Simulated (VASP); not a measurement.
Wanted: the native input for a VASP 6.6.1 run.

```
Task                   : single point
Functional             : r2SCAN
Potentials or basis    : VASP PAW PBE potentials, release 64 (In_d, As)
Cutoff                 : 550 eV
k mesh                 : 13 × 13 × 13
Occupations            : fermi-dirac, width 0.05 eV
Spin                   : no spin polarisation
Dipole correction      : no
Further INCAR settings : ALGO = Normal; EDIFF = 1e-06; NBANDS = 16
```

Crystal: InAs (rocksalt type).

```
In As
1.0
     0.00000    2.84173    2.84173
     2.84173    0.00000    2.84173
     2.84173    2.84173    0.00000
In As
1 1
Direct
  0.00000 0.00000 0.00000
  0.50000 0.50000 0.50000
```

These files were run (other wordings do the same):

POSCAR

```
InAs
1.0
    0.0000000000      2.8417349919      2.8417349919
    2.8417349919      0.0000000000      2.8417349919
    2.8417349919      2.8417349919      0.0000000000
In As
1 1
Direct
    0.0000000000      0.0000000000      0.0000000000
    0.5000000000      0.5000000000      0.5000000000
```

INCAR.step1

```
PREC = Accurate ; ENCUT = 550
ISMEAR = -1 ; SIGMA = 0.05
LREAL = F ; LASPH = T
NELM = 120 ; NBANDS = 16
GGA = PE ; ALGO = Normal
EDIFF = 1E-5 ; LWAVE = T
LCHARG = F ; GGA_COMPAT = F
```

INCAR.step2

```
PREC = Accurate ; ENCUT = 550
EDIFF = 1E-6 ; ISMEAR = -1
SIGMA = 0.05 ; LREAL = F
LASPH = T ; NELM = 120
ALGO = Normal ; ISIF = 2
LWAVE = F ; LCHARG = F
METAGGA = R2SCAN ; LMIXTAU = T
NBANDS = 16 ; ISTART = 1
GGA_COMPAT = F
```

KPOINTS

```
regular mesh
0
Gamma
  13 13 13
```

Potentials or basis: VASP PAW PBE potentials, release 64 (In_d, As).

Run with:

```console
$ cat potpaw_PBE.64/In_d/POTCAR potpaw_PBE.64/As/POTCAR > POTCAR
$ cp INCAR.step1 INCAR
$ mpirun -np 1 vasp_std > vasp.out
$ cp INCAR.step2 INCAR
$ mpirun -np 1 vasp_std > vasp.out
```

Results of the run:

- Pressure: 0.1 GPa
- Band gap on the k mesh: zero (bands 9 and 10 overlap by 2.77 eV)

Caveat: the PAW data sets were made with another functional, which shifts forces and pressure a little; spin-orbit coupling is left out, which moves the levels of the heavy elements.

Wall time 3.2 min on 1 thread of AMD EPYC 7R13 Processor (Zen 3), with other jobs on the host, peak memory 0.2 GiB.
